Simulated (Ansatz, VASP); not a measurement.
## Two plane-wave programs on CdH6

```
Cd H
1.0
     5.32358    0.00000    0.00000
     0.00000    5.32358    0.00000
     0.00000    0.00000    5.32358
Cd H
1 6
Direct
  0.00000 0.00000 0.00000
  0.07046 0.50000 0.50000
  0.50000 0.07046 0.50000
  0.92954 0.50000 0.50000
  0.50000 0.92954 0.50000
  0.50000 0.50000 0.07046
  0.50000 0.50000 0.92954
```

Change from the starting cell: species swapped into the YbB6 type (Pm-3m, No. 221).

Alike in both runs: functional PBE; k mesh 4 × 4 × 4; occupations gaussian, width 0.1 eV; no spin polarisation.

Ansatz relaxed the structure, and its values are those at the end. VASP's run is a single point on that final structure, the one shown.

```csv
,VASP,Ansatz
version,VASP 6.6.1,Ansatz 0.2.0
potentials or method,"VASP PAW PBE potentials, release 64 (Cd, H), cutoff 520 eV","scalar-relativistic, plane waves, PAW"
valence electrons in the cell,18,26
```

```tsv
	VASP	Ansatz	Ansatz less VASP
gap on the k mesh at the Fermi level (eV)	3.37	3.37	-0.001
least direct gap on the mesh (eV)	3.37	3.37	-0.001
pressure (GPa)	0.2	0.3	+0.10
rms of the force components (eV/Å)	0.012	0.006	-0.0059
```

VASP's potentials hold 18 valence electrons a cell and Ansatz's 26, so a difference there can come from the potentials and not from the codes.
